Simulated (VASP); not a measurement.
CdSe, 4 atoms in the cell. Symmetry: P6_3mc, No. 186, hexagonal system. Conventional cell: a = 4.262 Å, b = 4.262 Å, c = 6.956 Å, α = 90.00°, β = 90.00°, γ = 120.00°. Within 3.4 Å of Cd (site symmetry 3m) lie 4 Se at 2.61 Å. Se (site symmetry 3m) has 4 Cd at 2.61 Å within 3.4 Å. 

```yaml
Program: VASP 6.6.1
Task: relaxation of cell and atoms
Functional: PBEsol
Potentials_or_basis: VASP PAW PBE potentials, release 64 (Cd, Se)
Cutoff: 600 eV
k_mesh: 12 × 12 × 6
Occupations: gaussian, width 0.02 eV
Spin: no spin polarisation
Target_pressure: 3 GPa
Dipole_correction: no
Further_INCAR_settings: ALGO = Normal; EDIFF = 1e-07; IBRION = 2; EDIFFG = -0.008; NSW = 70; ISIF = 3
```

Potentials or basis: VASP PAW PBE potentials, release 64 (Cd, Se).

The run is started by

```bash
$ cat potpaw_PBE.64/Cd/POTCAR potpaw_PBE.64/Se/POTCAR > POTCAR
$ mpirun -np 1 vasp_std > vasp.out
```

Hardware: 1 thread of Intel(R) Xeon(R) Platinum 8259CL CPU @ 2.50GHz (Skylake/Cascade Lake) (shared host).

**Question.** Estimate the wall time of this run.

**Answer.** It took 6.9 min on 1 thread of Intel(R) Xeon(R) Platinum 8259CL CPU @ 2.50GHz (Skylake/Cascade Lake), on a shared host, peak memory 0.4 GiB. Counts: scf iterations 33, k points 76, ion steps 3.
